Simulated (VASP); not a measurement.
# Pt (P6/mmm) in VASP: notebook

The runs below take Pt through single point, with PBE.

Everything below comes from runs of VASP 6.6.1. Logs are shortened: lines on timing, memory, paths and dates and some standing lists are left out, and cuts for length are marked.

## (1) The cell of the first run

It takes space group P6/mmm (No. 191, hexagonal). Conventional cell: a = 4.474 Å, b = 4.474 Å, c = 2.662 Å, α = 90.00°, β = 90.00°, γ = 120.00°. Within 3.5 Å of Pt (site symmetry 6/mmm) lie 14 Pt at 2.66 to 2.91 Å. Pt (site symmetry -6m2) has 11 Pt at 2.58 to 2.91 Å within 3.4 Å.

## (2) Single point, PBE, collinear spin, ferromagnetic start (volume scaled by 0.96)

File INCAR:

```
SYSTEM = Pt
PREC = Accurate
ENCUT = 520
EDIFF = 1E-7
ISMEAR = -1
SIGMA = 0.05
LREAL = .FALSE.
LASPH = .TRUE.
NELM = 150
ALGO = Normal
ISIF = 2
LWAVE = .FALSE.
LCHARG = .TRUE.
ISPIN = 2
MAGMOM = 1 1 1
LORBIT = 11
LMAXMIX = 4
GGA = PE
LELF = .TRUE.
LVHAR = .TRUE.
NBANDS = 26
```

File KPOINTS:

```
regular mesh
0
G
  9 9 13
  0 0 0
```

File POSCAR:

```
Pt
1.0
    4.4743555759      0.0000000000      0.0000000000
   -2.2371777879      3.8749055943      0.0000000000
    0.0000000000      0.0000000000      2.6623092171
Pt
3
Direct
    1.0000000000      1.0000000000      1.0000000000
    0.3333333333      0.6666666667      0.5000000000
    0.6666666667      0.3333333333      0.5000000000
```

Potentials or basis: VASP PAW PBE potentials, release 64 (Pt).

Launch:

```sh
> cat potpaw_PBE.64/Pt/POTCAR > POTCAR
> mpirun -np 1 vasp_std > vasp.out
```

OUTCAR:

```text
SYSTEM = Pt
   PREC = Accurate
   ENCUT = 520
   EDIFF = 1E-7
   ISMEAR = -1
   LREAL = .FALSE.
   LASPH = .TRUE.
   NELM = 150
   ISIF = 2
   ISPIN = 2
   LORBIT = 11
   GGA = PE

 ion  position               nearest neighbor table
   1  0.000  0.000  0.000-   2 2.91   3 2.91   2 2.91   3 2.91   2 2.91   2 2.91   3 2.91   3 2.91
                             3 2.91   3 2.91   2 2.91   2 2.91
   2  0.333  0.667  0.500-   3 2.58   3 2.58   3 2.58   1 2.91   1 2.91   1 2.91   1 2.91   1 2.91
                             1 2.91
   3  0.667  0.333  0.500-   2 2.58   2 2.58   2 2.58   1 2.91   1 2.91   1 2.91   1 2.91   1 2.91
                             1 2.91

  LATTYP: Found a hexagonal cell.
 ALAT       =     4.4743555759
 C/A-ratio  =     0.5950151194

  Lattice vectors:

 A1 = (   4.4743555759,   0.0000000000,   0.0000000000)
 A2 = (  -2.2371777879,   3.8749055943,   0.0000000000)
 A3 = (   0.0000000000,   0.0000000000,   2.6623092171)

Analysis of symmetry for initial positions (statically):
=====================================================================
 Subroutine PRICEL returns:
 Original cell was already a primitive cell.

 Routine SETGRP: Setting up the symmetry group for a
 hexagonal supercell.

 Subroutine GETGRP returns: Found 24 space group operations
 (whereof 24 operations were pure point group operations)
 out of a pool of 24 trial point group operations.

The static configuration has the point symmetry D_6h.

Analysis of symmetry for dynamics (positions and initial velocities):
=====================================================================
 Subroutine PRICEL returns:
 Original cell was already a primitive cell.

 Routine SETGRP: Setting up the symmetry group for a
 hexagonal supercell.

 Subroutine GETGRP returns: Found 24 space group operations
 (whereof 24 operations were pure point group operations)
 out of a pool of 24 trial point group operations.

The dynamic configuration has the point symmetry D_6h.

Analysis of structural, dynamic, and magnetic symmetry:
=====================================================================
 Subroutine PRICEL returns:
 Original cell was already a primitive cell.

 Routine SETGRP: Setting up the symmetry group for a
 hexagonal supercell.

 Subroutine GETGRP returns: Found 24 space group operations
 (whereof 24 operations were pure point group operations)
 out of a pool of 24 trial point group operations.

The overall configuration has the point symmetry D_6h.

 Subroutine INISYM returns: Found 24 space group operations
 (whereof 24 operations are pure point group operations),
 and found     1 'primitive' translations

----------------------------------------------------------------------------------------

                                     Primitive cell

  volume of cell :      46.1583

  direct lattice vectors                    reciprocal lattice vectors
     4.474355576  0.000000000  0.000000000     0.223495872  0.129035402  0.000000000
    -2.237177788  3.874905594  0.000000000     0.000000000  0.258070803  0.000000000
     0.000000000  0.000000000  2.662309217     0.000000000  0.000000000  0.375613769

  length of vectors
     4.474355576  4.474355576  2.662309217     0.258070803  0.258070803  0.375613769

  position of ions in fractional coordinates (direct lattice)
     0.000000000  0.000000000  0.000000000
     0.333333333  0.666666667  0.500000000
     0.666666667  0.333333333  0.500000000

  ion indices of the primitive-cell ions
   primitive index   ion index
                 1           1
                 2           2
                 3           3

----------------------------------------------------------------------------------------

 KPOINTS: regular mesh

Automatic generation of k-mesh.
 Grid dimensions read from file:
 generate k-points for:    9    9   13

 Generating k-lattice:

  Cartesian coordinates                     Fractional coordinates (reciprocal lattice)
     0.024832875  0.014337267  0.000000000     0.111111111  0.000000000  0.000000000
     0.000000000  0.028674534  0.000000000     0.000000000  0.111111111  0.000000000
     0.000000000  0.000000000  0.028893367     0.000000000  0.000000000  0.076923077

  Length of vectors
     0.028674534  0.028674534  0.028893367

  Shift w.r.t. Gamma in fractional coordinates (k-lattice)
     0.000000000  0.000000000  0.000000000

 Subroutine IBZKPT returns following result:
 ===========================================

 Found     84 irreducible k-points:

 Following reciprocal coordinates:
            Coordinates               Weight
  0.000000  0.000000  0.000000      1.000000
  0.111111  0.000000  0.000000      6.000000
  0.222222  0.000000  0.000000      6.000000
  0.333333  0.000000  0.000000      6.000000
  0.444444  0.000000  0.000000      6.000000
  0.111111  0.111111  0.000000      6.000000
[... 16 lines left out ...]
  0.333333  0.222222  0.076923     24.000000
  0.333333  0.333333  0.076923      4.000000
 [... further k-points ...]
   k-points           NKPTS =     84   k-points in BZ     NKDIM =     84   number of bands    NBANDS=     26
   number of dos      NEDOS =    301   number of ions     NIONS =      3
   total plane-waves  NPLWV =  25920
   dimension x,y,z NGX =    36 NGY =   36 NGZ =   20
   dimension x,y,z NGXF=    72 NGYF=   72 NGZF=   40
   ions per type =               3
   NGX,Y,Z   is equivalent  to a cutoff of  13.38, 13.38, 12.49 a.u.
   NGXF,Y,Z  is equivalent  to a cutoff of  26.75, 26.75, 24.98 a.u.
 SYSTEM =  Pt
   PREC   = accura    normal or accurate (medium, high low for compatibility)
   ISTART =      0    job   : 0-new  1-cont  2-samecut
   ICHARG =      2    charge: 1-file 2-atom 10-const
   ISPIN  =      2    spin polarized calculation?
   LNONCOLLINEAR =      F non collinear calculations
   LSORBIT =      F    spin-orbit coupling
   LASPH  =      T    aspherical Exc in radial PAW
   ENCUT  =  520.0 eV  38.22 Ry    6.18 a.u.   8.32  8.32  4.95*2*pi/ulx,y,z
   NELM   =    150;   NELMIN=  2; NELMDL= -5     # of ELM steps
   EDIFF  = 0.1E-06   stopping-criterion for ELM
   LREAL  =      F    real-space projection
   EDIFFG = 0.1E-05   stopping-criterion for IOM
   NSW    =      0    number of steps for IOM
   IBRION =     -1    ionic relax: 0-MD 1-quasi-New 2-CG
   NFREE  =      0    steps in history (QN), initial steepest desc. (CG)
   ISIF   =      2    stress and relaxation
   ISYM   =      2    0-nonsym 1-usesym 2-fastsym
   POTIM  = 0.5000    time-step for ionic-motion
   TEBEG  =    0.0;   TEEND  =   0.0 temperature during run
   PSTRESS=    0.0 pullay stress
   NELECT =      30.0000    total number of electrons
   NUPDOWN=      -1.0000    fix difference up-down
   EMIN   =  10.00;   EMAX   =-10.00  energy-range for DOS
   EFERMI =   0.00;   METHOD = LEGACY
   ISMEAR =    -1;   SIGMA  =   0.05  broadening in eV -4-tet -1-fermi 0-gaus
   EFERMI_NEDOS =   21; number of points for ismear=-14 and -15
   IALGO  =     38    algorithm
   IMIX   =      4    mixing-type and parameters
     AMIX     =   0.40;   BMIX     =  1.00
     AMIX_MAG =   1.60;   BMIX_MAG =  1.00
  volume/ion in A,a.u.               =      15.39       103.83
  Fermi-wavevector in a.u.,A,eV,Ry     =   1.418073  2.679769 27.360372  2.010931
  Thomas-Fermi vector in A             =   2.539237
   LORBIT       =     11    0 simple, 1 ext, 2 COOP (PROOUT), +10 PAW based schemes
   GGA     = PE    functional components
   LHFCALC =     F    Hartree Fock is set to
   AEXX    =    0.0000 exact exchange contribution
   IVDW    =     0    specifies the selected vdW correction
   LEPSILON=     F    determine dielectric tensor
   LRPA    =     F    only Hartree local field effects (RPA)
 spin polarized calculation
  energy-cutoff  :      520.00
  volume of cell :       46.16
 maximum number of plane-waves:      1263
 NGX is ok and might be reduce to    36
   NGX = 17   NGY = 17   NGZ =  9

 number of electron      30.0000002 magnetization       0.0023890

 Free energy of the ion-electron system (eV)
  ---------------------------------------------------
  ext. energy  EPLUGINS =         0.00000000
  ---------------------------------------------------
  free energy    TOTEN  =       -17.81521616 eV

  energy without entropy =      -17.76154908  energy(sigma->0) =      -17.78838262

 E-fermi :  10.8185     XC(G=0): -13.3553

 val. band max:       10.8170350189   @ k =   0.3333   0.0000   0.3077
 cond. band min:      10.8211817531   @ k =   0.2222   0.0000   0.3846
 fundamental gap:      0.0041467342
 Fermi energy:        10.8184838092

 spin component 1

 k-point     1 :       0.0000    0.0000    0.0000
  band No.  band energies     occupation
      1       0.8997      1.00000
      2       4.2273      1.00000
      3       5.8353      1.00000
      4       6.5743      1.00000
      5       6.5743      1.00000
      6       6.5894      1.00000
[... 18 lines left out ...]
     25      28.8974      0.00000
     26      28.8974      0.00000
[... 644 lines left out ...]
      4       5.7792      1.00000
      5       5.7792      1.00000
      6       6.2450      1.00000
[... 18 lines left out ...]
     25      27.8333      0.00000
     26      28.9309      0.00000

 [... further k-points ...]

 spin component 2

 k-point     1 :       0.0000    0.0000    0.0000
  band No.  band energies     occupation
      1       0.8998      1.00000
      2       4.2277      1.00000
      3       5.8356      1.00000
      4       6.5747      1.00000
      5       6.5747      1.00000
      6       6.5899      1.00000
[... 18 lines left out ...]
     25      28.8975      0.00000
     26      28.8975      0.00000
[... 644 lines left out ...]
      4       5.7796      1.00000
      5       5.7796      1.00000
      6       6.2455      1.00000
[... 18 lines left out ...]
     25      27.8335      0.00000
     26      28.9311      0.00000

 [... further k-points ...]
[... 5 lines left out ...]
  --------------------------------------------------------------------------------------
  -------------------------------------------------------------------------------------
  Total        2.8206569      2.8206569      3.1001364      0.0000000      0.0000000      0.0000000
  in kB       97.9063215     97.9063215    107.6071860      0.0000000      0.0000000      0.0000000
  external PRESSURE =     101.1399430 kB  Pullay stress =       0.0000000 kB

 VOLUME and BASIS-vectors are now :
 -----------------------------------------------------------------------------
  energy-cutoff  :      520.00
  volume of cell :       46.16
      direct lattice vectors                 reciprocal lattice vectors
     4.474355576  0.000000000  0.000000000     0.223495872  0.129035402  0.000000000
    -2.237177788  3.874905594  0.000000000     0.000000000  0.258070803  0.000000000
     0.000000000  0.000000000  2.662309217     0.000000000  0.000000000  0.375613769

 POSITION                                       TOTAL-FORCE (eV/Angst)
 -----------------------------------------------------------------------------------
      0.00000      0.00000      0.00000         0.000000      0.000000      0.000000
     -0.00000      2.58327      1.33115        -0.000000     -0.000000     -0.000000
      2.23718      1.29164      1.33115         0.000000      0.000000      0.000000
 -----------------------------------------------------------------------------------
    total drift:                                0.000000      0.000000     -0.000000

  FREE ENERGIE OF THE ION-ELECTRON SYSTEM (eV)
  ---------------------------------------------------
  free  energy   TOTEN  =       -17.8152161600 eV

  energy  without entropy=      -17.7615490812  energy(sigma->0) =      -17.78838262

 total charge

# of ion       s       p       d       tot
------------------------------------------
    1        0.606   0.541   8.056   9.204
    2        0.671   0.612   8.052   9.335
    3        0.671   0.612   8.052   9.335
--------------------------------------------------
tot          1.947   1.766  24.160  27.874

 magnetization (x)

# of ion       s       p       d       tot
------------------------------------------
    1        0.000  -0.000   0.001   0.001
    2        0.000   0.000   0.001   0.001
    3        0.000   0.000   0.001   0.001
--------------------------------------------------
tot          0.000   0.000   0.002   0.002
```

Wall time 4.5 min (1 thread of Oxide Virtual Turin-like, shared host); peak memory 0.24 GiB.

What came out:

```yaml
Free_energy: -17.8152 eV
Pressure: 10.1 GPa
Band_gap_on_the_k_mesh: zero (filled and empty bands overlap)
Net_moment: 0.00 μB per cell
Valence_electrons_inside_the_program's_atomic_spheres: Pt 9.20, 9.34
```

Caveat: the cell differs from its parent crystal (volume scaled by 0.96); spin-orbit coupling is left out, which moves the levels of the heavy elements.

## (3) Single point, PBE, collinear spin, ferromagnetic start

This run uses another cell than the first one, of 16.03 Å³/atom, 1.042 times its volume.

File INCAR:

```
SYSTEM = Pt
ALGO = Normal
EDIFF = 1E-6
ENCUT = 520
GGA = PE
ISIF = 2
ISMEAR = -1
ISPIN = 2
LASPH = .True.
LCHARG = .True.
LELF = .True.
LMAXMIX = 4
LORBIT = 11
LREAL = .False.
LVHAR = .True.
LWAVE = .False.
MAGMOM = 1 1 1
NBANDS = 26
NELM = 150
PREC = Accurate
SIGMA = 0.05
```

File KPOINTS:

```
k-points
0
Gamma
  9 9 13
  0 0 0
```

File POSCAR:

```
Pt
1.0
    4.5356557354      0.0000000000      0.0000000000
   -2.2678278677      3.9279930897      0.0000000000
    0.0000000000      0.0000000000      2.6987837389
Pt
3
Direct
    1.0000000000      1.0000000000      1.0000000000
    0.3333333333      0.6666666667      0.5000000000
    0.6666666667      0.3333333333      0.5000000000
```

Potentials or basis: VASP PAW PBE potentials, release 64 (Pt).

Launch:

```sh
> cat potpaw_PBE.64/Pt/POTCAR > POTCAR
> mpirun -np 1 vasp_std > vasp.out
```

Run time: 5.1 min. Hardware: 1 thread of Oxide Virtual Turin-like, shared host; peak memory 0.25 GiB.

It converged, with:

```yaml
Free_energy: -17.8715 eV
Pressure: -0.5 GPa
Band_gap_on_the_k_mesh: zero (filled and empty bands overlap)
Net_moment: 0.01 μB per cell
Valence_electrons_inside_the_program's_atomic_spheres: Pt 9.11, 9.23
```

Stress tensor (GPa, compression positive):
```
-0.77  0.00  0.00
 0.00 -0.77  0.00
 0.00  0.00 -0.01
```

Levels at points of the mesh, in eV from the Fermi level:
Spin up:
| k point | band 13 | band 14 | band 15 | band 16 | band 17 | band 18 |
| --- | --- | --- | --- | --- | --- | --- |
| (0.00, 0.00, 0.00) | -1.75 | -1.75 | 0.32 | 0.32 | 4.89 | 5.83 |
Spin down:
```csv
k point,band 11,band 12,band 13,band 14,band 15,band 16,band 17,band 18,band 19,band 20
"(0.00, 0.00, 0.00)",-1.87,-1.87,-1.75,-1.75,0.32,0.32,4.89,5.83,7.21,7.21
```

Caveat: spin-orbit coupling is left out, which moves the levels of the heavy elements.

## (4) Single point, PBE, collinear spin, ferromagnetic start (volume scaled by 1.04)

Changes to INCAR since step 3:

```diff
@@ -9,4 +9,3 @@
 LASPH = .True.
-LCHARG = .True.
-LELF = .True.
+LCHARG = .False.
 LMAXMIX = 4
@@ -14,3 +13,2 @@
 LREAL = .False.
-LVHAR = .True.
 LWAVE = .False.
```

KPOINTS is that of step 3.

File POSCAR:

```
Pt
1.0
    4.5953422608      0.0000000000      0.0000000000
   -2.2976711304      3.9796831370      0.0000000000
    0.0000000000      0.0000000000      2.7342981239
Pt
3
Direct
    1.0000000000      1.0000000000      1.0000000000
    0.3333333333      0.6666666667      0.5000000000
    0.6666666667      0.3333333333      0.5000000000
```

Launch:

```sh
> cat potpaw_PBE.64/Pt/POTCAR > POTCAR
> mpirun -np 1 vasp_std > vasp.out
```

Run time: 6.6 min. Hardware: 1 thread of Oxide Virtual Turin-like, shared host; peak memory 0.25 GiB.

Results (log left out):

```
Free energy                                           : -17.8154 eV
Pressure                                              : -8.7 GPa
Band gap on the k mesh                                : zero (filled and empty bands overlap)
Net moment                                            : 0.00 μB per cell
Valence electrons inside the program's atomic spheres : Pt 9.03, 9.14
```

Stress tensor (GPa, compression positive):
```
-8.90  0.00  0.00
 0.00 -8.90  0.00
 0.00  0.00 -8.33
```

Levels at points of the mesh, in eV from the Fermi level:
Spin up:
| k point | band 12 | band 13 | band 14 | band 15 | band 16 | band 17 | band 18 | band 19 |
| --- | --- | --- | --- | --- | --- | --- | --- | --- |
| (0.00, 0.00, 0.00) | -1.75 | -1.64 | -1.64 | 0.29 | 0.29 | 4.70 | 5.61 | 7.02 |
Spin down:
```tsv
k point	band 12	band 13	band 14	band 15	band 16	band 17	band 18	band 19
(0.00, 0.00, 0.00)	-1.75	-1.64	-1.64	0.29	0.29	4.70	5.61	7.02
```

Caveat: the cell differs from its parent crystal (volume scaled by 1.04); spin-orbit coupling is left out, which moves the levels of the heavy elements.

## (5) Summary

| cell | gap on the mesh (eV) | pressure (GPa) | moment (μB) |
| --- | --- | --- | --- |
| a = 4.474, b = 4.474, c = 2.662 Å, angles 90.0, 90.0, 120.0°, 3 atoms | none | 10.1 | 0.00 |
| a = 4.536, b = 4.536, c = 2.699 Å, angles 90.0, 90.0, 120.0°, 3 atoms | none | -0.5 | 0.01 |
| a = 4.595, b = 4.595, c = 2.734 Å, angles 90.0, 90.0, 120.0°, 3 atoms | none | -8.7 | 0.00 |

Alike in all rows: task single point; level PBE; potentials or basis VASP PAW PBE potentials, release 64 (Pt); spin collinear, ferromagnetic start; k mesh 9 × 9 × 13; cutoff (eV) 520; smearing fermi-dirac 0.05 eV.

Caveats: spin-orbit coupling is left out, which moves the levels of the heavy elements.

Total energies depend on the potentials used, so only differences within one code and one set of settings carry meaning.
